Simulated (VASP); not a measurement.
Ge: single point with PBEsol

Crystal: Ge.

```xyz
2
Lattice="-0.0227 2.8435 2.8662 2.8435 -0.0227 2.8662 2.8208 2.8208 0.0000" Properties=species:S:1:pos:R:3 pbc="T T T"
Ge    0.0000    0.0000   -0.0062
Ge    1.4104    1.4104    1.4393
```

This cell differs from its parent crystal: strained cell.

```json
{"Program": "VASP 6.6.1", "Task": "single point", "Functional": "PBEsol", "Potentials or basis": "VASP PAW PBE potentials, release 64 (Ge_d)", "Cutoff": "500 eV", "k mesh": "10 × 10 × 10", "Occupations": "gaussian, width 0.1 eV", "Spin": "no spin polarisation"}
```

```
Pressure : -1.3 GPa
```

Stress tensor (GPa, compression positive):
```
-1.14  0.88  0.00
 0.88 -1.14  0.00
 0.00  0.00 -1.71
```

Levels at points of the mesh, in eV from the Fermi level:
```tsv
k point	band 10	band 11	band 12	band 13	band 14	band 15	band 16	band 17	band 18	band 19
(0.00, 0.00, 0.00)	-24.45	-12.59	-0.19	-0.01	-0.01	0.13	2.47	2.59	2.62	6.20
(0.50, 0.00, 0.00)	-24.42	-10.58	-7.50	-1.36	-1.23	0.16	3.73	3.82	7.04	10.26
(0.50, 0.50, 0.00)	-24.40	-8.84	-8.77	-3.03	-2.84	0.65	0.90	9.28	9.38	11.27
(0.00, 0.00, 0.50)	-24.42	-10.51	-7.48	-1.39	-1.37	0.01	3.70	3.70	6.94	10.30
(0.50, 0.00, 0.50)	-24.41	-8.77	-8.77	-2.99	-2.99	0.71	0.71	9.32	9.32	11.32
```

Wall time 3.5 min on 1 thread of Intel Xeon 8259CL (shared host), peak memory 0.26 GiB.

Caveat: the cell differs from its parent crystal (strained cell); the PAW data sets were made with another functional, which shifts forces and pressure a little.
